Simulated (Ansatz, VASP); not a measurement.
## One calculation of ScFeC4N4, two programs

```
Sc Fe C N
1.0
     6.13367    0.00000    0.00000
     0.00000    6.13367    0.00000
     0.00000    0.00000    6.13367
Sc Fe C N
1 1 4 4
Cartesian
  0.0000 0.0000 0.0000
  3.0668 3.0668 3.0668
  1.2835 1.2835 1.2835
  1.2835 4.8502 4.8502
  4.8502 1.2835 4.8502
  4.8502 4.8502 1.2835
  1.9616 1.9616 1.9616
  1.9616 4.1721 4.1721
  4.1721 1.9616 4.1721
  4.1721 4.1721 1.9616
```

Alike in both runs: functional PBE; k mesh 4 × 4 × 4; occupations gaussian, width 0.1 eV; collinear spin.

Ansatz relaxed the structure, and its values are those at the end. VASP's run is a single point on that final structure, the one shown.

|  | VASP | Ansatz |
| --- | --- | --- |
| version | VASP 6.6.1 | Ansatz 0.2.0 |
| potentials or method | VASP PAW PBE potentials, release 64 (Sc_sv, Fe, C, N), cutoff 520 eV | scalar-relativistic, plane waves, PAW |
| valence electrons in the cell | 55 | 63 |

```csv
,VASP,Ansatz,Ansatz less VASP
gap on the k mesh at the Fermi level (eV),0.18,0.17,-0.008
least direct gap on the mesh (eV),0.18,0.17,-0.008
pressure (GPa),0.7,0.2,-0.42
rms of the force components (eV/Å),0.150,0.009,-0.1412
net moment per atom (μB),0.30,0.30,0.000
size of the moment on the site where the two differ most (μB),2.81,2.50,-0.317
```

Site moments also hang on the region over which each program counts them. One of these differences is far larger than is usual between the two programs; its cause wasn't traced. The functional is the same, so the differences come from potentials, cutoffs and numerics. VASP's potentials hold 55 valence electrons a cell and Ansatz's 63, so a difference there can come from the potentials and not from the codes.

Noted on VASP's run: the standard files for N, O and F lose accuracy on very short bonds.
